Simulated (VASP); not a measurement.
# Sn4Se3 in VASP: further runs

Sn4Se3 is run at these levels: PBEsol; tasks: single point.

Program: VASP 6.6.1. These are calculated values, not measurements. Logs are shortened: lines on timing, memory, paths and dates and some standing lists are left out, and cuts for length are marked.

**1. The cell of the first run**

The cell holds a slab with vacuum, 7 atoms: a = 4.204 Å, b = 4.204 Å, c = 25.298 Å, α = 90.00°, β = 90.00°, γ = 120.00°.

**2. Single point, PBEsol**

File INCAR:

```
SYSTEM = Sn4Se3
ALGO = Normal ; DIPOL = 0.5 0.5 0.500
EDIFF = 1E-7 ; ENCUT = 520
GGA = PS ; IDIPOL = 3
ISIF = 2 ; ISMEAR = 0
LASPH = .True. ; LCHARG = .True.
LDIPOL = .True. ; LELF = .True.
LREAL = .False. ; LVACPOTAV = .True.
LVHAR = .True. ; LWAVE = .False.
NBANDS = 46 ; NELM = 100
PREC = Accurate ; SIGMA = 0.05
```

File KPOINTS:

```
k-points
0
Gamma
  9 9 1
  0 0 0
```

File POSCAR:

```
Sn4Se3
1.0
    4.2041099650      0.0000000000      0.0000000000
   -2.1020549825      3.6408660300      0.0000000000
    0.0000000000      0.0000000000     25.2979242369
Sn Se
4 3
Direct
    0.6666666667      0.3333333333      0.2964670117
    0.3333333333      0.6666666667      0.4321556706
    0.0000000000      0.0000000000      0.5678443294
    0.6666666667      0.3333333333      0.7035329883
    0.0000000000      0.0000000000      0.3643113411
    0.6666666667      0.3333333333      0.5000000000
    0.3333333333      0.6666666667      0.6356886589
```

Potentials or basis: VASP PAW PBE potentials, release 64 (Sn_d, Se).

Launch:

```console
$ cat potpaw_PBE.64/Sn_d/POTCAR potpaw_PBE.64/Se/POTCAR > POTCAR
$ mpirun -np 1 vasp_std > vasp.out
```

OUTCAR:

```text
SYSTEM = Sn4Se3
   EDIFF = 1E-7
   ENCUT = 520
   GGA = PS
   ISIF = 2
   ISMEAR = 0
   LASPH = .True.
   LREAL = .False.
   NELM = 100
   PREC = Accurate

 ion  position               nearest neighbor table
   1  0.667  0.333  0.296-   5 2.97   5 2.97   5 2.97
   2  0.333  0.667  0.432-   6 2.97   6 2.97   6 2.97   5 2.97   5 2.97   5 2.97
   3  0.000  0.000  0.568-   6 2.97   6 2.97   6 2.97   7 2.97   7 2.97   7 2.97
   4  0.667  0.333  0.704-   7 2.97   7 2.97   7 2.97
   5  0.000  0.000  0.364-   1 2.97   1 2.97   1 2.97   2 2.97   2 2.97   2 2.97
   6  0.667  0.333  0.500-   3 2.97   2 2.97   2 2.97   3 2.97   3 2.97   2 2.97
   7  0.333  0.667  0.636-   4 2.97   4 2.97   4 2.97   3 2.97   3 2.97   3 2.97

  LATTYP: Found a hexagonal cell.
 ALAT       =     4.2041099650
 C/A-ratio  =     6.0174268626

  Lattice vectors:

 A1 = (   4.2041099650,   0.0000000000,   0.0000000000)
 A2 = (  -2.1020549825,   3.6408660300,   0.0000000000)
 A3 = (   0.0000000000,   0.0000000000,  25.2979242369)

Analysis of symmetry for initial positions (statically):
=====================================================================
 Subroutine PRICEL returns:
 Original cell was already a primitive cell.

 Routine SETGRP: Setting up the symmetry group for a
 hexagonal supercell.

 Subroutine GETGRP returns: Found 12 space group operations
 (whereof  6 operations were pure point group operations)
 out of a pool of 24 trial point group operations.

The static configuration has the point symmetry C_3v.
 The point group associated with its full space group is D_3d.

Analysis of symmetry for dynamics (positions and initial velocities):
=====================================================================
 Subroutine PRICEL returns:
 Original cell was already a primitive cell.

 Routine SETGRP: Setting up the symmetry group for a
 hexagonal supercell.

 Subroutine GETGRP returns: Found 12 space group operations
 (whereof  6 operations were pure point group operations)
 out of a pool of 24 trial point group operations.

The dynamic configuration has the point symmetry C_3v.
 The point group associated with its full space group is D_3d.

 Subroutine INISYM returns: Found 12 space group operations
 (whereof  6 operations are pure point group operations),
 and found     1 'primitive' translations

----------------------------------------------------------------------------------------

                                     Primitive cell

  volume of cell :     387.2252

  direct lattice vectors                    reciprocal lattice vectors
     4.204109965  0.000000000  0.000000000     0.237862475  0.137329964  0.000000000
    -2.102054982  3.640866030  0.000000000     0.000000000  0.274659928  0.000000000
     0.000000000  0.000000000 25.297924237     0.000000000  0.000000000  0.039528935

  length of vectors
     4.204109965  4.204109965 25.297924237     0.274659928  0.274659928  0.039528935

  position of ions in fractional coordinates (direct lattice)
     0.666666667  0.333333333  0.296467012
     0.333333333  0.666666667  0.432155671
     0.000000000  0.000000000  0.567844329
     0.666666667  0.333333333  0.703532988
     0.000000000  0.000000000  0.364311341
     0.666666667  0.333333333  0.500000000
     0.333333333  0.666666667  0.635688659

  ion indices of the primitive-cell ions
   primitive index   ion index
                 1           1
                 2           2
                 3           3
                 4           4
                 5           5
                 6           6
                 7           7

----------------------------------------------------------------------------------------

 KPOINTS: k-points

Automatic generation of k-mesh.
 Grid dimensions read from file:
 generate k-points for:    9    9    1

 Generating k-lattice:

  Cartesian coordinates                     Fractional coordinates (reciprocal lattice)
     0.026429164  0.015258885  0.000000000     0.111111111  0.000000000  0.000000000
     0.000000000  0.030517770  0.000000000     0.000000000  0.111111111  0.000000000
     0.000000000  0.000000000  0.039528935     0.000000000  0.000000000  1.000000000

  Length of vectors
     0.030517770  0.030517770  0.039528935

  Shift w.r.t. Gamma in fractional coordinates (k-lattice)
     0.000000000  0.000000000  0.000000000

 Subroutine IBZKPT returns following result:
 ===========================================

 Found     12 irreducible k-points:

 Following reciprocal coordinates:
            Coordinates               Weight
  0.000000  0.000000  0.000000      1.000000
  0.111111  0.000000  0.000000      6.000000
  0.222222  0.000000  0.000000      6.000000
  0.333333  0.000000  0.000000      6.000000
  0.444444  0.000000  0.000000      6.000000
  0.111111  0.111111  0.000000      6.000000
  0.222222  0.111111  0.000000     12.000000
  0.333333  0.111111  0.000000     12.000000
  0.444444  0.111111  0.000000      6.000000
  0.222222  0.222222  0.000000      6.000000
  0.333333  0.222222  0.000000     12.000000
  0.333333  0.333333  0.000000      2.000000
   k-points           NKPTS =     12   k-points in BZ     NKDIM =     12   number of bands    NBANDS=     46
   number of dos      NEDOS =    301   number of ions     NIONS =      7
   total plane-waves  NPLWV = 196608
   dimension x,y,z NGX =    32 NGY =   32 NGZ =  192
   dimension x,y,z NGXF=    64 NGYF=   64 NGZF=  384
   ions per type =               4   3
   NGX,Y,Z   is equivalent  to a cutoff of  12.65, 12.65, 12.62 a.u.
   NGXF,Y,Z  is equivalent  to a cutoff of  25.31, 25.31, 25.23 a.u.
 SYSTEM =  Sn4Se3
   PREC   = accura    normal or accurate (medium, high low for compatibility)
   ISTART =      0    job   : 0-new  1-cont  2-samecut
   ICHARG =      2    charge: 1-file 2-atom 10-const
   ISPIN  =      1    spin polarized calculation?
   LNONCOLLINEAR =      F non collinear calculations
   LSORBIT =      F    spin-orbit coupling
   LASPH  =      T    aspherical Exc in radial PAW
   ENCUT  =  520.0 eV  38.22 Ry    6.18 a.u.   7.82  7.82 47.04*2*pi/ulx,y,z
   NELM   =    100;   NELMIN=  2; NELMDL= -5     # of ELM steps
   EDIFF  = 0.1E-06   stopping-criterion for ELM
   LREAL  =      F    real-space projection
   EDIFFG = 0.1E-05   stopping-criterion for IOM
   NSW    =      0    number of steps for IOM
   IBRION =     -1    ionic relax: 0-MD 1-quasi-New 2-CG
   NFREE  =      0    steps in history (QN), initial steepest desc. (CG)
   ISIF   =      2    stress and relaxation
   ISYM   =      2    0-nonsym 1-usesym 2-fastsym
   POTIM  = 0.5000    time-step for ionic-motion
   TEBEG  =    0.0;   TEEND  =   0.0 temperature during run
   PSTRESS=    0.0 pullay stress
   NELECT =      74.0000    total number of electrons
   NUPDOWN=      -1.0000    fix difference up-down
   EMIN   =  10.00;   EMAX   =-10.00  energy-range for DOS
   EFERMI =   0.00;   METHOD = LEGACY
   ISMEAR =     0;   SIGMA  =   0.05  broadening in eV -4-tet -1-fermi 0-gaus
   EFERMI_NEDOS =   21; number of points for ismear=-14 and -15
   IALGO  =     38    algorithm
   IMIX   =      4    mixing-type and parameters
     AMIX     =   0.40;   BMIX     =  1.00
     AMIX_MAG =   1.60;   BMIX_MAG =  1.00
  volume/ion in A,a.u.               =      55.32       373.30
  Fermi-wavevector in a.u.,A,eV,Ry     =   0.942969  1.781953 12.098177  0.889191
  Thomas-Fermi vector in A             =   2.070631
   LORBIT       =      0    0 simple, 1 ext, 2 COOP (PROOUT), +10 PAW based schemes
   GGA     = PS    functional components
   LHFCALC =     F    Hartree Fock is set to
   AEXX    =    0.0000 exact exchange contribution
   IVDW    =     0    specifies the selected vdW correction
   LEPSILON=     F    determine dielectric tensor
   LRPA    =     F    only Hartree local field effects (RPA)
 non-spin polarized calculation
 Gauss-broadening in eV      SIGMA  =   0.05
  energy-cutoff  :      520.00
  volume of cell :      387.23
 maximum number of plane-waves:     10451
 NGX is ok and might be reduce to    32
   NGX = 15   NGY = 15   NGZ = 95

 dipolmoment           0.000000      0.000000     -0.000000 electrons x Angstroem

 number of electron      73.9999997 magnetization

 dipolmoment           0.000000      0.000000      0.000002 electrons x Angstroem

 Free energy of the ion-electron system (eV)
  ---------------------------------------------------
  ext. energy  EPLUGINS =         0.00000000
  ---------------------------------------------------
  free energy    TOTEN  =       -29.26200764 eV

  energy without entropy =      -29.25139194  energy(sigma->0) =      -29.25669979

 E-fermi :   1.3313     XC(G=0):  -5.5170

 val. band max:        1.2798194829   @ k =   0.2222   0.0000   0.0000
 cond. band min:       1.3491212857   @ k =   0.3333   0.1111   0.0000
 fundamental gap:      0.0693018028
 Fermi energy:         1.3313268403

 k-point     1 :       0.0000    0.0000    0.0000
  band No.  band energies     occupation
      1     -20.7644      2.00000
      2     -20.7644      2.00000
      3     -20.7584      2.00000
      4     -20.7584      2.00000
      5     -20.7583      2.00000
      6     -20.7583      2.00000
[... 38 lines left out ...]
     45       3.9415      0.00000
     46       4.0340      0.00000

 k-point     2 :       0.1111    0.0000    0.0000
  band No.  band energies     occupation
      1     -20.7636      2.00000
      2     -20.7636      2.00000
      3     -20.7597      2.00000
      4     -20.7597      2.00000
      5     -20.7583      2.00000
      6     -20.7583      2.00000
[... 38 lines left out ...]
     45       3.9285      0.00000
     46       4.2372      0.00000

 k-point     3 :       0.2222    0.0000    0.0000
  band No.  band energies     occupation
      1     -20.7640      2.00000
      2     -20.7640      2.00000
      3     -20.7610      2.00000
      4     -20.7610      2.00000
      5     -20.7585      2.00000
      6     -20.7585      2.00000
[... 430 lines left out ...]
     45       4.5657      0.00000
     46       4.8489      0.00000

 k-point    12 :       0.3333    0.3333    0.0000
  band No.  band energies     occupation
      1     -20.7694      2.00000
      2     -20.7694      2.00000
      3     -20.7623      2.00000
      4     -20.7623      2.00000
      5     -20.7554      2.00000
      6     -20.7554      2.00000
[... 38 lines left out ...]
     45       4.1349      0.00000
     46       5.2200      0.00000

------------------------ aborting loop because EDIFF is reached ----------------------------------------

  FORCE on cell =-STRESS in cart. coord.  units (eV):
  Direction    XX          YY          ZZ          XY          YZ          ZX
  --------------------------------------------------------------------------------------
  -------------------------------------------------------------------------------------
  Total       -4.0625551     -4.0625551     -0.2570996      0.0000000      0.0000000     -0.0000000
  in kB      -16.8091672    -16.8091672     -1.0637713      0.0000000      0.0000000     -0.0000000
  external PRESSURE =     -11.5607019 kB  Pullay stress =       0.0000000 kB

 VOLUME and BASIS-vectors are now :
 -----------------------------------------------------------------------------
  energy-cutoff  :      520.00
  volume of cell :      387.23
      direct lattice vectors                 reciprocal lattice vectors
     4.204109965  0.000000000  0.000000000     0.237862475  0.137329964  0.000000000
    -2.102054982  3.640866030  0.000000000     0.000000000  0.274659928  0.000000000
     0.000000000  0.000000000 25.297924237     0.000000000  0.000000000  0.039528935

 POSITION                                       TOTAL-FORCE (eV/Angst)
 -----------------------------------------------------------------------------------
      2.10205      1.21362      7.50000        -0.000000      0.000000      0.251830
     -0.00000      2.42724     10.93264         0.000000     -0.000000      0.181991
      0.00000      0.00000     14.36528        -0.000000     -0.000000     -0.181991
      2.10205      1.21362     17.79792         0.000000     -0.000000     -0.251830
      0.00000      0.00000      9.21632         0.000000     -0.000000     -0.439629
      2.10205      1.21362     12.64896         0.000000     -0.000000      0.000000
     -0.00000      2.42724     16.08160        -0.000000      0.000000      0.439629
 -----------------------------------------------------------------------------------
    total drift:                               -0.000000      0.000000      0.000167

  FREE ENERGIE OF THE ION-ELECTRON SYSTEM (eV)
  ---------------------------------------------------
  free  energy   TOTEN  =       -29.2620076436 eV

  energy  without entropy=      -29.2513919448  energy(sigma->0) =      -29.25669979

 vacuum level on the upper side and lower side of the slab         4.965         4.965
```

Run time: 7.5 min. Hardware: 1 thread of AMD EPYC 7R13 (Zen 3), shared host; peak memory 0.5 GiB.

Results:

```yaml
Free_energy: -29.2620 eV
Largest_force: 0.440 eV/Å
Band_gap_on_the_k_mesh: zero (band 37 reaches 1.44 eV, above the bottom of band 38 at 1.05 eV)
```

Forces in eV/Å, atoms in the order of the input:
```
Sn   0.000  0.000  0.252
Sn   0.000  0.000  0.182
Sn   0.000  0.000 -0.182
Sn   0.000  0.000 -0.252
Se   0.000  0.000 -0.440
Se   0.000  0.000  0.000
Se   0.000  0.000  0.440
```

Levels at points of the mesh, in eV from the Fermi level:
```
           k point  band 33  band 34  band 35  band 36  band 37  band 38  band 39  band 40  band 41  band 42
(0.00, 0.00, 0.00)    -2.67    -2.50    -1.76    -1.08    -0.70     0.60     0.91     0.91     1.55     1.60
```

Caveat: the PAW data sets were made with another functional, which shifts forces and pressure a little; spin-orbit coupling is left out, which moves the levels of the heavy elements.

**3. Single point, PBEsol**

File INCAR:

```
  PREC = Accurate
  ENCUT = 520
  EDIFF = 1E-6
  ISMEAR = 0
  SIGMA = 0.05
  LREAL = F
  LASPH = T
  NELM = 100
  ALGO = Normal
  ISIF = 2
  LWAVE = F
  LCHARG = T
  LDIPOL = T
  IDIPOL = 3
  DIPOL = 0.5 0.5 0.500
  GGA = PS
  LELF = T
  LVHAR = T
  LVACPOTAV = T
  NBANDS = 46
```

File KPOINTS:

```
Automatic mesh
0
Gamma
  9 9 1
```

File POSCAR:

```
Sn4Se3
1.0
    4.2041099650      0.0000000000      0.0000000000
   -2.1020549825      3.6408660300      0.0000000000
    0.0000000000      0.0000000000     25.2979242369
Sn Se
4 3
Direct
    0.6666666667      0.3333333333      0.2963005321
    0.3333333333      0.6666666667      0.4323339073
    0.0000000000      0.0000000000      0.5676660929
    0.6666666667      0.3333333333      0.7036994664
    0.0000000000      0.0000000000      0.3582466691
    0.6666666667      0.3333333333      0.4999999993
    0.3333333333      0.6666666667      0.6417533329
```

Potentials or basis: VASP PAW PBE potentials, release 64 (Sn_d, Se).

Launch:

```console
$ cat potpaw_PBE.64/Sn_d/POTCAR potpaw_PBE.64/Se/POTCAR > POTCAR
$ mpirun -np 1 vasp_std > vasp.out
```

Wall time 5.3 min (1 thread of AMD EPYC 7R13 (Zen 3), shared host); peak memory 0.51 GiB.

The run converged. Its results:

```
Free energy            : -29.3248 eV
Largest force          : 0.023 eV/Å
Band gap on the k mesh : zero (band 37 reaches 1.54 eV, above the bottom of band 38 at 1.14 eV)
```

Forces on the atoms (eV/Å):
```
Sn   0.000  0.000 -0.020
Sn   0.000  0.000 -0.023
Sn   0.000  0.000  0.023
Sn   0.000  0.000  0.020
Se   0.000  0.000  0.016
Se   0.000  0.000  0.000
Se   0.000  0.000 -0.016
```

Levels at points of the mesh, in eV from the Fermi level:
| k point | band 34 | band 35 | band 36 | band 37 | band 38 | band 39 | band 40 | band 41 |
| --- | --- | --- | --- | --- | --- | --- | --- | --- |
| (0.00, 0.00, 0.00) | -2.64 | -1.83 | -0.98 | -0.77 | 0.32 | 0.83 | 0.83 | 1.42 |

Caveat: the PAW data sets were made with another functional, which shifts forces and pressure a little; spin-orbit coupling is left out, which moves the levels of the heavy elements.
